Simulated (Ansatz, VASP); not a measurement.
## One calculation of BaTiO3, two programs

Contents of INCAR:

```
PREC = Accurate
ENCUT = 1340
EDIFF = 1E-6
ISMEAR = 0
SIGMA = 0.02
LREAL = F
LASPH = T
NELM = 200
ALGO = Normal
ISIF = 2
LWAVE = F
LCHARG = F
LMAXMIX = 4
LDAU = T
LDAUTYPE = 2
LDAUL = -1 2 -1
LDAUU = 0 4 0
LDAUJ = 0 0 0
LDAUPRINT = 1
GGA = PE
NBANDS = 28
GGA_COMPAT = F
```

File KPOINTS:

```
Automatic mesh
0
Gamma
  6 6 6
```

POSCAR

```
BaTiO3
1.0
    2.8603720825      1.6514365918      2.3460535864
   -2.8603720825      1.6514365918      2.3460535864
    0.0000000000     -3.3028731837      2.3460535864
Ba Ti O
1 1 3
Direct
    0.0026800193      0.0026800193      0.0026800193
    0.5127992506      0.5127992506      0.5127992506
    0.4903227043      0.4903227043      0.9825753215
    0.4903227043      0.9825753215      0.4903227043
    0.9825753215      0.4903227043      0.4903227043
```

Input for Ansatz:

```yaml
crystal:
  lattice:
    - [2.8603720825, 1.6514365918, 2.3460535864]
    - [-2.8603720825, 1.6514365918, 2.3460535864]
    - [0.0, -3.3028731837, 2.3460535864]
  atoms:
    - { symbol: Ba, position: [0.0026800193, 0.0026800193, 0.0026800193] }
    - { symbol: Ti, position: [0.5127992506, 0.5127992506, 0.5127992506] }
    - { symbol: O, position: [0.4903227043, 0.4903227043, 0.9825753215] }
    - { symbol: O, position: [0.4903227043, 0.9825753215, 0.4903227043] }
    - { symbol: O, position: [0.9825753215, 0.4903227043, 0.4903227043] }
basis:
  ecutwfc: 420
kpoints:
  mp_grid: { grid: [6, 6, 6] }
  band_path:
    path:
      - [[0.0, 0.0, 0.0], [0.5, 0.5, 0.5], [0.50299674, 0.49700326, 0.5]]
      - [[0.5, -0.49700326, 0.49700326], [0.5, 0.0, 0.0], [0.0, 0.0, 0.0], [0.49850163, -0.49850163, 0.0]]
      - [[0.50149837, 0.0, 0.49850163], [0.5, 0.0, 0.5], [0.0, 0.0, 0.0]]
    npoints: 14
hamiltonian:
  xc: pbe
  hubbard: { sites: [{ species: Ti, l: d, u_eff: 4.0 }] }
scf:
  occupations: { method: gaussian, width: 0.02 }
  n_extra_bands: 12
output:
  forces: true
  stress: true
  eigenvalues: true
  populations: true
  dos: { projected: true, de: 0.02, nscf_kmesh: { grid: [9, 9, 9] } }
  bader: true
```

Alike in both runs: task single point; functional PBE; k mesh 6 × 6 × 6; occupations gaussian, width 0.02 eV; no spin polarisation; Hubbard terms Ti d U = 4.0 eV.

|  | VASP | Ansatz |
| --- | --- | --- |
| version | VASP 6.6.1 | Ansatz 0.2.0 |
| potentials or method | VASP PAW PBE potentials, release 64 (Ba_sv, Ti_sv, O_h), cutoff 1340 eV | scalar-relativistic, plane waves, PAW |
| valence electrons in the cell | 40 | 40 |

VASP gave:

| Item | Value |
| --- | --- |
| gap on the k mesh at the Fermi level (eV) | 2.63 |
| least direct gap on the mesh (eV) | 3.03 |
| pressure (GPa) | 3.3 |
| traceless stress, the component that is largest in VASP (GPa) | -0.30 |
| rms of the force components (eV/Å) | 0.217 |

What did Ansatz give for the same quantities?

gap on the k mesh at the Fermi level (eV): 2.65; least direct gap on the mesh (eV): 3.03; pressure (GPa): 0.0; traceless stress, the component that is largest in VASP (GPa): 0.00; rms of the force components (eV/Å): 0.000.

The programs project onto different local orbitals, so the same U acts differently, and such runs can settle in different states. Atom by atom the forces differ by 0.216 eV/Å (rms over components).

Spin-orbit coupling is off throughout.
